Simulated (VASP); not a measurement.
# Sn3GeO4 in VASP: a series of runs

The runs below take Sn3GeO4 through single point, with PBE.

Program: VASP 6.6.1. These are calculated values, not measurements. Logs are shortened: lines on timing, memory, paths and dates and some standing lists are left out, and cuts for length are marked.

## (1) The cell of the first run

The structure is monoclinic, space group Cm (No. 8). The conventional cell has a = 7.930 Å, b = 7.435 Å, c = 6.408 Å, α = 90.00°, β = 127.38°, γ = 90.00°. Sn (site symmetry m) has 4 O at 2.09 to 2.46 Å within 2.8 Å. Within 2.8 Å of Sn (site symmetry 1) lie 4 O at 2.13 to 2.35 Å. Ge (site symmetry m) has 3 O at 1.94 to 2.01 Å within 2.6 Å. Within 2.6 Å of O (site symmetry 1) lie 1 Ge at 1.94 Å and 3 Sn at 2.28 to 2.46 Å. O (site symmetry m) has 3 Sn at 2.09 to 2.13 Å and 2 O at 2.69 Å within 2.8 Å. O (site symmetry m) has 1 Ge at 2.01 Å and 3 Sn at 2.18 to 2.30 Å and 2 O at 2.66 Å within 2.7 Å.

## (2) Single point, PBE

Input file INCAR:

```
SYSTEM = Sn3GeO4
PREC = Accurate ; ENCUT = 520
EDIFF = 1E-6 ; ISMEAR = 0
SIGMA = 0.1 ; LREAL = .FALSE.
LASPH = .TRUE. ; NELM = 100
ALGO = Normal ; ISIF = 2
LWAVE = .FALSE. ; LCHARG = .FALSE.
GGA = PE ; NBANDS = 50
```

Input file KPOINTS:

```
Automatic mesh
0
G
  4 4 4
  0 0 0
```

Input file POSCAR:

```
Sn3GeO4
1.0
    3.9651568965     -3.7175267678      0.0000000000
    3.9651568965      3.7175267678      0.0000000000
   -3.8900648295      0.0000000000      5.0919369296
Sn Ge O
3 1 4
Direct
    0.6289579570      0.6289579570      0.2581546771
    0.3653297089      0.8575012209      0.7279880855
    0.8575012209      0.3653297089      0.7279880855
    0.1068993897      0.1068993897      0.2882174513
    0.4666558576      0.0414170374      0.4992903295
    0.0414170374      0.4666558576      0.4992903295
    0.5620969411      0.5620969411      0.5281638986
    0.9717727400      0.9717727400      0.4710837517
```

Potentials or basis: VASP PAW PBE potentials, release 64 (Sn_d, Ge_d, O).

Command:

```bash
$ cat potpaw_PBE.64/Sn_d/POTCAR potpaw_PBE.64/Ge_d/POTCAR potpaw_PBE.64/O/POTCAR > POTCAR
$ mpirun -np 1 vasp_std > vasp.out
```

OUTCAR:

```text
SYSTEM = Sn3GeO4
   PREC = Accurate
   ENCUT = 520
   EDIFF = 1E-6
   ISMEAR = 0
   LREAL = .FALSE.
   LASPH = .TRUE.
   NELM = 100
   ISIF = 2
   GGA = PE

 ion  position               nearest neighbor table
   1  0.629  0.629  0.258-   7 2.09   8 2.18   5 2.46   6 2.46   2 3.60   3 3.60   2 3.64   3 3.64

   2  0.365  0.858  0.728-   7 2.13   6 2.28   8 2.30   5 2.35   1 3.60   1 3.64   3 3.66
   3  0.858  0.365  0.728-   7 2.13   5 2.28   8 2.30   6 2.35   1 3.60   1 3.64   2 3.66
   4  0.107  0.107  0.288-   5 1.94   6 1.94   8 2.01
   5  0.467  0.041  0.499-   4 1.94   3 2.28   2 2.35   1 2.46
   6  0.041  0.467  0.499-   4 1.94   2 2.28   3 2.35   1 2.46
   7  0.562  0.562  0.528-   1 2.09   2 2.13   3 2.13
   8  0.972  0.972  0.471-   4 2.01   1 2.18   3 2.30   2 2.30

  LATTYP: Found a base centered monoclinic cell.
 ALAT       =     7.9303137930
 B/A-ratio  =     0.9375484665
 C/A-ratio  =     0.8080185918
 COS(beta)  =    -0.6070788647

  Lattice vectors:

 A1 = (   3.9651568965,  -3.7175267678,   0.0000000000)
 A2 = (   3.9651568965,   3.7175267678,   0.0000000000)
 A3 = (  -3.8900648295,   0.0000000000,   5.0919369296)

Analysis of symmetry for initial positions (statically):
=====================================================================
 Subroutine PRICEL returns:
 Original cell was already a primitive cell.

 Routine SETGRP: Setting up the symmetry group for a
 base centered monoclinic supercell.

 Subroutine GETGRP returns: Found  2 space group operations
 (whereof  2 operations were pure point group operations)
 out of a pool of  4 trial point group operations.

The static configuration has the point symmetry C_1h.

Analysis of symmetry for dynamics (positions and initial velocities):
=====================================================================
 Subroutine PRICEL returns:
 Original cell was already a primitive cell.

 Routine SETGRP: Setting up the symmetry group for a
 base centered monoclinic supercell.

 Subroutine GETGRP returns: Found  2 space group operations
 (whereof  2 operations were pure point group operations)
 out of a pool of  4 trial point group operations.

The dynamic configuration has the point symmetry C_1h.

 Subroutine INISYM returns: Found  2 space group operations
 (whereof  2 operations are pure point group operations),
[... 108 lines left out ...]
   LREAL  =      F    real-space projection
   EDIFFG = 0.1E-04   stopping-criterion for IOM
   NSW    =      0    number of steps for IOM
   IBRION =     -1    ionic relax: 0-MD 1-quasi-New 2-CG
   NFREE  =      0    steps in history (QN), initial steepest desc. (CG)
   ISIF   =      2    stress and relaxation
   ISYM   =      2    0-nonsym 1-usesym 2-fastsym
   POTIM  = 0.5000    time-step for ionic-motion
   TEBEG  =    0.0;   TEEND  =   0.0 temperature during run
   PSTRESS=    0.0 pullay stress
   NELECT =      80.0000    total number of electrons
   NUPDOWN=      -1.0000    fix difference up-down
   EMIN   =  10.00;   EMAX   =-10.00  energy-range for DOS
   EFERMI =   0.00;   METHOD = LEGACY
   ISMEAR =     0;   SIGMA  =   0.10  broadening in eV -4-tet -1-fermi 0-gaus
   EFERMI_NEDOS =   21; number of points for ismear=-14 and -15
   IALGO  =     38    algorithm
   IMIX   =      4    mixing-type and parameters
     AMIX     =   0.40;   BMIX     =  1.00
     AMIX_MAG =   1.60;   BMIX_MAG =  1.00
  volume/ion in A,a.u.               =      18.76       126.63
  Fermi-wavevector in a.u.,A,eV,Ry     =   1.327279  2.508194 23.968981  1.761670
  Thomas-Fermi vector in A             =   2.456603
   LORBIT       =      0    0 simple, 1 ext, 2 COOP (PROOUT), +10 PAW based schemes
   GGA     = PE    functional components
   LHFCALC =     F    Hartree Fock is set to
   AEXX    =    0.0000 exact exchange contribution
   IVDW    =     0    specifies the selected vdW correction
   LEPSILON=     F    determine dielectric tensor
   LRPA    =     F    only Hartree local field effects (RPA)
 non-spin polarized calculation
 Gauss-broadening in eV      SIGMA  =   0.10
  energy-cutoff  :      520.00
  volume of cell :      150.12
 maximum number of plane-waves:      4062
   NGX = 21   NGY = 21   NGZ = 23

 number of electron      79.9999991 magnetization

 Free energy of the ion-electron system (eV)
  ---------------------------------------------------
  ext. energy  EPLUGINS =         0.00000000
  ---------------------------------------------------
  free energy    TOTEN  =       -45.71555125 eV

  energy without entropy =      -45.71554630  energy(sigma->0) =      -45.71554878

 E-fermi :   5.8141     XC(G=0):  -9.6853

 val. band max:        5.5717021212   @ k =   0.0000   0.0000   0.0000
 cond. band min:       6.0565037031   @ k =   0.0000   0.0000   0.5000
 fundamental gap:      0.4848015819
 Fermi energy:         5.8140925776

 k-point     1 :       0.0000    0.0000    0.0000
  band No.  band energies     occupation
      1     -19.2404      2.00000
      2     -19.2055      2.00000
      3     -19.1387      2.00000
      4     -19.1244      2.00000
      5     -19.0579      2.00000
      6     -16.4335      2.00000
[... 1261 lines left out ...]
     49      11.5508      0.00000
     50      11.7901      0.00000

------------------------ aborting loop because EDIFF is reached ----------------------------------------

  FORCE on cell =-STRESS in cart. coord.  units (eV):
  Direction    XX          YY          ZZ          XY          YZ          ZX
  --------------------------------------------------------------------------------------
  -------------------------------------------------------------------------------------
  Total        0.1410334      0.1042002      0.2314560      0.0000000      0.0000000     -0.0692286
  in kB        1.5052376      1.1121195      2.4703109      0.0000000      0.0000000     -0.7388707
  external PRESSURE =       1.6958893 kB  Pullay stress =       0.0000000 kB

 VOLUME and BASIS-vectors are now :
 -----------------------------------------------------------------------------
  energy-cutoff  :      520.00
  volume of cell :      150.12
      direct lattice vectors                 reciprocal lattice vectors
     3.965156896 -3.717526768  0.000000000     0.126098415 -0.134498023  0.096334856
     3.965156896  3.717526768  0.000000000     0.126098415  0.134498023  0.096334856
    -3.890064829  0.000000000  5.091936930     0.000000000  0.000000000  0.196388921

 POSITION                                       TOTAL-FORCE (eV/Angst)
 -----------------------------------------------------------------------------------
      3.98360      0.00000      1.31451         0.005128      0.000000     -0.066526
      2.01680      1.82966      3.70687        -0.005816      0.027860      0.064011
      2.01680     -1.82966      3.70687        -0.005816     -0.027860      0.064011
     -0.27344      0.00000      1.46759         0.008700      0.000000     -0.066382
      0.07232     -1.58084      2.54235        -0.000289     -0.013648      0.006753
      0.07232      1.58084      2.54235        -0.000289      0.013648      0.006753
      2.40301      0.00000      2.68938        -0.012225      0.000000     -0.012099
      5.87392      0.00000      2.39873         0.010607      0.000000      0.003479
 -----------------------------------------------------------------------------------
    total drift:                               -0.000157     -0.000000     -0.000626

  FREE ENERGIE OF THE ION-ELECTRON SYSTEM (eV)
  ---------------------------------------------------
  free  energy   TOTEN  =       -45.7155512538 eV

  energy  without entropy=      -45.7155463020  energy(sigma->0) =      -45.71554878
```

OSZICAR:

```text
N       E                     dE             d eps       ncg     rms          rms(c)
DAV:   1     0.103771577818E+04    0.10377E+04   -0.38085E+04  2828   0.287E+03
DAV:   2     0.184192905485E+03   -0.85352E+03   -0.80979E+03  2440   0.817E+02
DAV:   3    -0.322295990778E+02   -0.21642E+03   -0.20653E+03  2698   0.266E+02
DAV:   4    -0.524462154031E+02   -0.20217E+02   -0.19916E+02  2838   0.896E+01
DAV:   5    -0.531789594515E+02   -0.73274E+00   -0.73065E+00  2822   0.171E+01    0.163E+01
DAV:   6    -0.457001643441E+02    0.74788E+01   -0.31320E+01  4066   0.530E+01    0.683E+00
DAV:   7    -0.457540216628E+02   -0.53857E-01   -0.43799E+00  2736   0.100E+01    0.363E+00
DAV:   8    -0.457409311255E+02    0.13091E-01   -0.86110E-01  3744   0.551E+00    0.131E+00
DAV:   9    -0.457117107954E+02    0.29220E-01   -0.14028E-01  3592   0.326E+00    0.316E-01
DAV:  10    -0.457146126006E+02   -0.29018E-02   -0.22127E-02  2728   0.910E-01    0.181E-01
DAV:  11    -0.457155469674E+02   -0.93437E-03   -0.19868E-03  3688   0.295E-01    0.639E-02
DAV:  12    -0.457155343611E+02    0.12606E-04   -0.28710E-04  3128   0.161E-01    0.291E-02
DAV:  13    -0.457155577199E+02   -0.23359E-04   -0.22041E-04  3384   0.936E-02    0.232E-02
DAV:  14    -0.457155506596E+02    0.70603E-05   -0.31738E-05  3280   0.462E-02    0.957E-03
DAV:  15    -0.457155512538E+02   -0.59421E-06   -0.85397E-06  2728   0.177E-02
   1 F= -.45715551E+02 E0= -.45715549E+02  d E =-.495187E-05
```

Wall time 3.2 min (1 thread of Intel Xeon 6975P-C, shared host); peak memory 0.34 GiB.

Results:

| Quantity | Value |
| --- | --- |
| Free energy | -45.7156 eV |
| Pressure | 0.2 GPa |
| Largest force | 0.070 eV/Å |
| Band gap on the k mesh | 0.48 eV, indirect (least direct gap 1.90 eV) |

Forces in eV/Å, atoms in the order of the input:
```
Sn   0.005  0.000 -0.067
Sn  -0.006  0.028  0.064
Sn  -0.006 -0.028  0.064
Ge   0.009  0.000 -0.066
O    0.000 -0.014  0.007
O    0.000  0.014  0.007
O   -0.012  0.000 -0.012
O    0.011  0.000  0.003
```

Stress tensor (GPa, compression positive):
```
 0.15  0.00 -0.07
 0.00  0.11  0.00
-0.07  0.00  0.25
```

Levels at points of the mesh, in eV from the valence-band top:
```
           k point  band 38  band 39  band 40  band 41  band 42  band 43
(0.00, 0.00, 0.00)    -2.42    -2.15     0.00     1.90     2.24     2.38
(0.50, 0.00, 0.00)    -2.60    -1.29    -1.14     1.99     2.27     2.39
(0.50, 0.50, 0.00)    -2.37    -1.83    -1.65     1.81     2.23     2.50
(0.00, 0.00, 0.50)    -2.22    -1.88    -1.86     0.48     0.59     2.44
(0.50, 0.00, 0.50)    -2.55    -1.42    -1.15     2.01     2.05     2.44
(0.50, 0.50, 0.50)    -2.41    -1.78    -1.72     2.06     2.37     2.65
```

Caveat: spin-orbit coupling is left out, which moves the levels of the heavy elements.

## (3) Single point, PBE

Input file INCAR:

```
  PREC = Accurate
  ENCUT = 520
  EDIFF = 1E-6
  ISMEAR = 0
  SIGMA = 0.1
  LREAL = F
  LASPH = T
  NELM = 80
  ALGO = Normal
  ISIF = 2
  LWAVE = F
  LCHARG = F
  GGA = PE
  NBANDS = 50
```

Input file KPOINTS:

```
Automatic mesh
0
Gamma
  4 4 4
```

Input file POSCAR:

```
Sn3GeO4
1.0
    5.4323254993     -0.1709829770      0.0281852897
   -0.1790765382      5.4324843212     -0.0283679216
   -2.5982937070     -2.6572592511      5.0924341143
Sn Ge O
3 1 4
Direct
    0.6286716329      0.6290196818      0.2581546771
    0.8575012209      0.3627676623      0.7279880855
    0.3650373803      0.8706407674      0.7280211688
    0.1068993897      0.1814273473      0.2882174513
    0.0414170374      0.0327437576      0.4992903295
    0.4666483931      0.4578489781      0.4990746373
    0.5620320868     -0.0338886110      0.5281638986
   -0.0282101410      0.4994374163      0.4710837517
```

Potentials or basis: VASP PAW PBE potentials, release 64 (Sn_d, Ge_d, O).

Command:

```bash
$ cat potpaw_PBE.64/Sn_d/POTCAR potpaw_PBE.64/Ge_d/POTCAR potpaw_PBE.64/O/POTCAR > POTCAR
$ mpirun -np 1 vasp_std > vasp.out
```

It took 4.5 min on 1 thread of Intel Xeon 6975P-C, shared host; peak memory 0.4 GiB.

It converged, with:

* Free energy: -45.7156 eV
* Pressure: 0.2 GPa
* Largest force: 0.072 eV/Å
* Band gap on the k mesh: 0.48 eV, indirect (least direct gap 1.90 eV)

Forces on the atoms (eV/Å):
```
Sn   0.001 -0.002 -0.066
Sn   0.011  0.016  0.061
Sn  -0.017 -0.011  0.061
Ge   0.007 -0.009 -0.071
O   -0.010 -0.007  0.010
O    0.009  0.011  0.010
O   -0.009  0.009 -0.008
O    0.008 -0.008  0.004
```

Stress tensor (GPa, compression positive):
```
 0.13 -0.02 -0.05
-0.02  0.12  0.05
-0.05  0.05  0.24
```

Levels at points of the mesh, in eV from the valence-band top:
```
           k point  band 37  band 38  band 39  band 40  band 41  band 42  band 43  band 44
(0.00, 0.00, 0.00)    -2.54    -2.42    -2.14     0.00     1.90     2.24     2.38     3.49
(0.50, 0.00, 0.00)    -2.95    -2.60    -1.29    -1.14     2.00     2.27     2.39     2.88
(0.00, 0.50, 0.00)    -2.89    -2.55    -1.42    -1.15     2.01     2.05     2.44     2.79
(0.50, 0.50, 0.00)    -2.77    -2.41    -1.78    -1.72     2.06     2.37     2.65     3.04
(0.00, 0.00, 0.50)    -2.54    -2.22    -1.88    -1.86     0.49     0.59     2.44     2.81
(0.50, 0.00, 0.50)    -2.89    -2.55    -1.42    -1.15     2.01     2.05     2.44     2.79
(0.00, 0.50, 0.50)    -2.95    -2.60    -1.30    -1.14     1.99     2.27     2.39     2.88
(0.50, 0.50, 0.50)    -2.61    -2.37    -1.83    -1.65     1.81     2.23     2.50     3.01
```

Caveat: spin-orbit coupling is left out, which moves the levels of the heavy elements.
